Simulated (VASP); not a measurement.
# AlAs (m) (F-43m) in VASP: a series of runs, part 2 of 2

VASP 6.6.1.

## 3. Single point, PBE

This run uses another cell than the first one, of 23.49 Å³/atom, 1.028 times its volume.

INCAR reads:

```
PREC = Accurate ; ENCUT = 500
EDIFF = 1E-6 ; ISMEAR = 0
SIGMA = 0.02 ; LREAL = False
LASPH = True ; NELM = 120
ALGO = Normal ; ISIF = 2
LWAVE = False ; LCHARG = True
GGA = PE ; LELF = True
LVHAR = True ; NBANDS = 11
GGA_COMPAT = False
```

KPOINTS reads:

```
regular mesh
0
Gamma
  8 8 8
```

POSCAR reads:

```
AlAs
1.0
    0.0000000000      2.8639562380      2.8639562380
    2.8639562380      0.0000000000      2.8639562380
    2.8639562380      2.8639562380      0.0000000000
Al As
1 1
Direct
    0.0000000000      0.0000000000      0.0000000000
    0.2500000000      0.2500000000      0.2500000000
```

Potentials or basis: VASP PAW PBE potentials, release 64 (Al, As).

Started as:

```sh
> cat potpaw_PBE.64/Al/POTCAR potpaw_PBE.64/As/POTCAR > POTCAR
> mpirun -np 1 vasp_std > vasp.out
```

OUTCAR:

```text
PREC = Accurate
   ENCUT = 500
   EDIFF = 1E-6
   ISMEAR = 0
   LREAL = False
   LASPH = True
   NELM = 120
   ISIF = 2
   GGA = PE

 ion  position               nearest neighbor table
   1  0.000  0.000  0.000-   2 2.48   2 2.48   2 2.48   2 2.48
   2  0.250  0.250  0.250-   1 2.48   1 2.48   1 2.48   1 2.48

  LATTYP: Found a face centered cubic cell.
 ALAT       =     5.7279124760

  Lattice vectors:

 A1 = (   0.0000000000,   2.8639562380,   2.8639562380)
 A2 = (   2.8639562380,   0.0000000000,   2.8639562380)
 A3 = (   2.8639562380,   2.8639562380,   0.0000000000)

Analysis of symmetry for initial positions (statically):
=====================================================================
 Subroutine PRICEL returns:
 Original cell was already a primitive cell.

 Routine SETGRP: Setting up the symmetry group for a
 face centered cubic supercell.

 Subroutine GETGRP returns: Found 24 space group operations
 (whereof 24 operations were pure point group operations)
 out of a pool of 48 trial point group operations.

The static configuration has the point symmetry T_d .

Analysis of symmetry for dynamics (positions and initial velocities):
[... 164 lines left out ...]
 fundamental gap:      1.4944462518
 Fermi energy:         3.6740431156

 k-point     1 :       0.0000    0.0000    0.0000
  band No.  band energies     occupation
      1      -8.0768      2.00000
      2       3.5938      2.00000
      3       3.5938      2.00000
      4       3.5938      2.00000
      5       5.3764      0.00000
      6       7.8207      0.00000
      7       7.8207      0.00000
      8       7.8207      0.00000
      9      12.2764      0.00000
     10      12.5360      0.00000
     11      12.5360      0.00000
[... 309 lines left out ...]
 k-point    24 :      -0.3750    0.2500    0.1250
  band No.  band energies     occupation
      1      -6.4891      2.00000
      2      -1.5399      2.00000
      3       0.9919      2.00000
      4       2.1107      2.00000
      5       7.1741      0.00000
      6       7.8047      0.00000
      7      10.1328      0.00000
      8      11.0966      0.00000
      9      11.8127      0.00000
     10      14.4569      0.00000
     11      15.6778      0.00000

 [... further k-points ...]
[... 5 lines left out ...]
  --------------------------------------------------------------------------------------
  -------------------------------------------------------------------------------------
  Total        0.0513105      0.0513105      0.0513105      0.0000000      0.0000000      0.0000000
  in kB        1.7497985      1.7497985      1.7497985      0.0000000      0.0000000      0.0000000
  external PRESSURE =       1.7497985 kB  Pullay stress =       0.0000000 kB

 VOLUME and BASIS-vectors are now :
 -----------------------------------------------------------------------------
  energy-cutoff  :      500.00
  volume of cell :       46.98
      direct lattice vectors                 reciprocal lattice vectors
     0.000000000  2.863956238  2.863956238    -0.174583673  0.174583673  0.174583673
     2.863956238  0.000000000  2.863956238     0.174583673 -0.174583673  0.174583673
     2.863956238  2.863956238  0.000000000     0.174583673  0.174583673 -0.174583673

 POSITION                                       TOTAL-FORCE (eV/Angst)
 -----------------------------------------------------------------------------------
      0.00000      0.00000      0.00000         0.000000      0.000000      0.000000
      1.43198      1.43198      1.43198        -0.000000     -0.000000     -0.000000
 -----------------------------------------------------------------------------------
    total drift:                               -0.000000     -0.000000     -0.000000

  FREE ENERGIE OF THE ION-ELECTRON SYSTEM (eV)
  ---------------------------------------------------
  free  energy   TOTEN  =        -9.3879855628 eV

  energy  without entropy=       -9.3879855628  energy(sigma->0) =       -9.38798556
```

OSZICAR:

```text
N       E                     dE             d eps       ncg     rms          rms(c)
DAV:   1     0.137654692183E+02    0.13765E+02   -0.28878E+03   638   0.521E+02
DAV:   2    -0.861898949838E+01   -0.22384E+02   -0.21714E+02   790   0.874E+01
DAV:   3    -0.959542887816E+01   -0.97644E+00   -0.97520E+00   825   0.178E+01
DAV:   4    -0.960271957803E+01   -0.72907E-02   -0.72903E-02   736   0.184E+00
DAV:   5    -0.960286781256E+01   -0.14823E-03   -0.14823E-03   784   0.256E-01    0.312E+00
DAV:   6    -0.941738670943E+01    0.18548E+00   -0.34404E-01   698   0.209E+00    0.180E+00
DAV:   7    -0.938711579539E+01    0.30271E-01   -0.16126E-01   728   0.156E+00    0.672E-01
DAV:   8    -0.938773130592E+01   -0.61551E-03   -0.11116E-02   701   0.487E-01    0.112E-01
DAV:   9    -0.938783685965E+01   -0.10555E-03   -0.41984E-04   761   0.115E-01    0.634E-02
DAV:  10    -0.938798192759E+01   -0.14507E-03   -0.19895E-04   702   0.746E-02    0.757E-03
DAV:  11    -0.938798550787E+01   -0.35803E-05   -0.22194E-05   760   0.196E-02    0.558E-03
DAV:  12    -0.938798556281E+01   -0.54939E-07   -0.20166E-06   719   0.702E-03
   1 F= -.93879856E+01 E0= -.93879856E+01  d E =-.669788E-11
```

stdout:

```text
POSCAR found type information on POSCAR AlAs
 POSCAR found :  2 types and       2 ions
 scaLAPACK will be used
 LDA part: xc-table for (Slater+PW92), standard interpolation
 POSCAR, INCAR and KPOINTS ok, starting setup
 FFT: planning ... GRIDC
 FFT: planning ... GRID_SOFT
 FFT: planning ... GRID
 WAVECAR not read
 entering main loop
```

Run time: 19 s. Hardware: 1 thread of Intel Xeon 6975P-C, shared host; peak memory 0.17 GiB.

Results:

- Free energy: -9.3880 eV
- Pressure: 0.2 GPa
- Band gap on the k mesh: 1.49 eV, indirect (least direct gap 1.78 eV)

## 4. Relaxation of cell and atoms, PBE

INCAR reads:

```
PREC = Accurate
ENCUT = 500
EDIFF = 1E-7
ISMEAR = 0
SIGMA = 0.02
LREAL = F
LASPH = T
NELM = 120
ALGO = Normal
ISIF = 3
LWAVE = F
LCHARG = F
GGA = PE
IBRION = 2
NSW = 100
EDIFFG = -0.002
GGA_COMPAT = F
NELMIN = 4
```

KPOINTS reads:

```
Automatic mesh
0
Gamma
  8 8 8
```

POSCAR reads:

```
AlAs
1.0
    0.0000000000      2.8379008000      2.8379008000
    2.8379008000      0.0000000000      2.8379008000
    2.8379008000      2.8379008000      0.0000000000
Al As
1 1
Direct
    0.0000000000      0.0000000000      0.0000000000
    0.2500000000      0.2500000000      0.2500000000
```

Started as:

```sh
> cat potpaw_PBE.64/Al/POTCAR potpaw_PBE.64/As/POTCAR > POTCAR
> mpirun -np 1 vasp_std > vasp.out
```

It took 33 s on 1 thread of Intel Xeon 6975P-C, shared host; peak memory 0.17 GiB.

It converged, with:

```yaml
Free_energy: -9.3880 eV
Relaxed_volume: 23.55 Å³/atom
Relaxed_cell: a = 4.054 Å, b = 4.054 Å, c = 4.054 Å, α = 60.00°, β = 60.00°, γ = 60.00°
Space_group_after_relaxing_to_0.05_Å: F-43m (No. 216)
Energy_gained_by_relaxing: 4.5 meV/atom
Ionic_steps: 3
Pressure_after_relaxing: 0.0 GPa
Band_gap_on_the_k_mesh: 1.50 eV, indirect (least direct gap 1.76 eV)
```

The path:
```
step  energy change (eV)  largest force (eV/Å)  pressure (GPa)  volume (Å³)
   1              0.0000                0.0000            2.15        45.71
   2             -0.0071                0.0000           -0.92        47.77
   3             -0.0091                0.0000            0.01        47.10
```

Final structure:
```
CELL_PARAMETERS angstrom
0.00000 2.86630 2.86630
2.86630 0.00000 2.86630
2.86630 2.86630 0.00000
ATOMIC_POSITIONS crystal
Al 0.00000 0.00000 0.00000
As 0.25000 0.25000 0.25000
```

Levels at points of the mesh, in eV from the valence-band top:
```
           k point  band 1  band 2  band 3  band 4  band 5  band 6  band 7  band 8
(0.00, 0.00, 0.00)  -11.66    0.00    0.00    0.00    1.76    4.22    4.22    4.22
(0.50, 0.00, 0.00)  -10.32   -5.41   -0.80   -0.80    2.00    4.65    4.65    7.68
(0.50, 0.50, 0.00)   -9.81   -5.30   -2.09   -2.09    1.50    2.29   10.04   10.04
```

A k mesh can miss the band edges.

## 5. Overview

| task | cell | k mesh | smearing | gap on the mesh (eV) | pressure (GPa) |
| --- | --- | --- | --- | --- | --- |
| single point | a = 4.013 Å, angles 60.0°, 2 atoms | 6 × 6 × 6 | gaussian 0.1 eV | 1.45 | 2.2 |
| single point | a = 4.050 Å, angles 60.0°, 2 atoms | 8 × 8 × 8 | gaussian 0.02 eV | 1.49 | 0.2 |
| relaxation of cell and atoms | relaxed from a = 4.013 Å, angles 60.0°, 2 atoms | 8 × 8 × 8 | gaussian 0.02 eV | 1.50 | 0.0 |

Alike in all rows: level PBE; potentials or basis VASP PAW PBE potentials, release 64 (Al, As); no spin polarisation; cutoff (eV) 500.

Total energies depend on the potentials used, so only differences within one code and one set of settings carry meaning.
